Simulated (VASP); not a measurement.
Here is a VASP 6.6.1 calculation.

The input INCAR:

```
SYSTEM = WC
PREC     = Accurate       ! precision mode
ENCUT    = 520            ! plane-wave cutoff, eV
EDIFF    = 1E-7           ! SCF threshold, eV
ISMEAR   = -1             ! smearing method
SIGMA    = 0.05           ! smearing width, eV
LREAL    = .FALSE.        ! projectors in reciprocal space
LASPH    = .TRUE.         ! aspherical terms in the spheres
NELM     = 80             ! most SCF steps
ALGO     = Normal         ! electronic algorithm
ISIF     = 2              ! what is computed and relaxed
LWAVE    = .FALSE.        ! write WAVECAR
LCHARG   = .FALSE.        ! write CHGCAR
GGA      = PE             ! functional
NBANDS   = 16             ! bands
```

The input KPOINTS:

```
regular mesh
0
G
  13 13 12
  0 0 0
```

The input POSCAR:

```
WC
1.0
    2.9005014360      0.0000000000      0.0000000000
   -1.4502507180      2.5119079273      0.0000000000
    0.0000000000      0.0000000000      2.8572900000
W C
1 1
Direct
    0.0000000000      0.0000000000      0.0000000000
    0.6666666667      0.3333333333      0.5000000000
```

Potentials or basis: VASP PAW PBE potentials, release 64 (W_sv, C).

Run with:

```bash
$ cat potpaw_PBE.64/W_sv/POTCAR potpaw_PBE.64/C/POTCAR > POTCAR
$ mpirun -np 1 vasp_std > vasp.out
```

(1) Estimate the pressure.

(2) Estimate the band gap on the k mesh.

Answers

(1) 5.1 GPa.

(2) zero (band 9 reaches 11.70 eV, above the bottom of band 10 at 10.44 eV).

Caveat: the cell differs from its parent crystal (zz strain of +1 %); spin-orbit coupling is left out, which moves the levels of the heavy elements.
